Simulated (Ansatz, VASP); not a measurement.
BP: VASP beside Ansatz

The input POSCAR:

```
BP
1.0
    3.2039355360      0.0000000000      0.0000000000
   -1.6019677680      2.7746895663      0.0000000000
    0.0000000000      0.0000000000      8.4666271308
B P
2 2
Direct
    0.3333333333      0.6666666667      0.2500000000
    0.6666666667      0.3333333333      0.7500000000
    0.6666666667      0.3333333333      0.2500000000
    0.3333333333      0.6666666667      0.7500000000
```

INCAR.step1

```
SYSTEM = BP
  PREC = Accurate
  ENCUT = 520
  ISMEAR = 0
  SIGMA = 0.01
  LREAL = .False.
  LASPH = .True.
  NELM = 80
  NBANDS = 16
  GGA = PE
  ALGO = Normal
  EDIFF = 1E-4
  LWAVE = .True.
  LCHARG = .False.
```

File INCAR.step2:

```
SYSTEM = BP
  PREC = Accurate
  ENCUT = 520
  EDIFF = 1E-6
  ISMEAR = 0
  SIGMA = 0.01
  LREAL = .False.
  LASPH = .True.
  NELM = 80
  ALGO = Normal
  ISIF = 2
  LWAVE = .False.
  LCHARG = .False.
  METAGGA = R2SCAN
  LMIXTAU = .True.
  NBANDS = 16
  ISTART = 1
```

File KPOINTS:

```
regular mesh
0
Gamma
  12 12 4
  0 0 0
```

Input for Ansatz:

```yaml
crystal:
  lattice:
    - [3.203935536, 0.0, 0.0]
    - [-1.601967768, 2.7746895663, 0.0]
    - [0.0, 0.0, 8.4666271308]
  atoms:
    - { symbol: B, position: [0.3333333333, 0.6666666667, 0.25] }
    - { symbol: B, position: [0.6666666667, 0.3333333333, 0.75] }
    - { symbol: P, position: [0.6666666667, 0.3333333333, 0.25] }
    - { symbol: P, position: [0.3333333333, 0.6666666667, 0.75] }
kpoints:
  mp_grid: { grid: [12, 12, 4] }
  band_path:
    path:
      - [0.0, 0.0, 0.0]
      - [0.5, 0.0, 0.0]
      - [0.3333333333, 0.3333333333, 0.0]
      - [0.0, 0.0, 0.5]
      - [0.5, 0.0, 0.5]
      - [0.3333333333, 0.3333333333, 0.5]
      - [0.3666666667, 0.2666666667, 0.0]
    npoints: 1
hamiltonian:
  xc: r2scan
scf:
  occupations: { method: fixed }
  n_extra_bands: 5
output:
  forces: true
  stress: true
  eigenvalues: true
  write_density: true
  write_potential: true
  elf: true
  volumetric_format: npy
```

Alike in both runs: task single point; functional r2SCAN; k mesh 12 × 12 × 4; no spin polarisation.

```csv
,VASP,Ansatz
version,VASP 6.6.1,Ansatz 0.2.0
potentials or method,"VASP PAW PBE potentials, release 64 (B, P)","plane waves, PAW"
plane-wave cutoff (eV),520,500
occupations,"gaussian, width 0.01 eV",fixed
valence electrons in the cell,16,16
```

Ansatz gave:

```
gap on the k mesh at the Fermi level (eV)                     : 1.05
pressure (GPa)                                                : 0.0
traceless stress, the component that is largest in VASP (GPa) : -0.01
```

**Question.** What did VASP give for the same quantities?

**Answer.** gap on the k mesh at the Fermi level (eV): 1.07; pressure (GPa): -0.3; traceless stress, the component that is largest in VASP (GPa): 0.27.

VASP's potentials were made for PBE, not for r2SCAN.
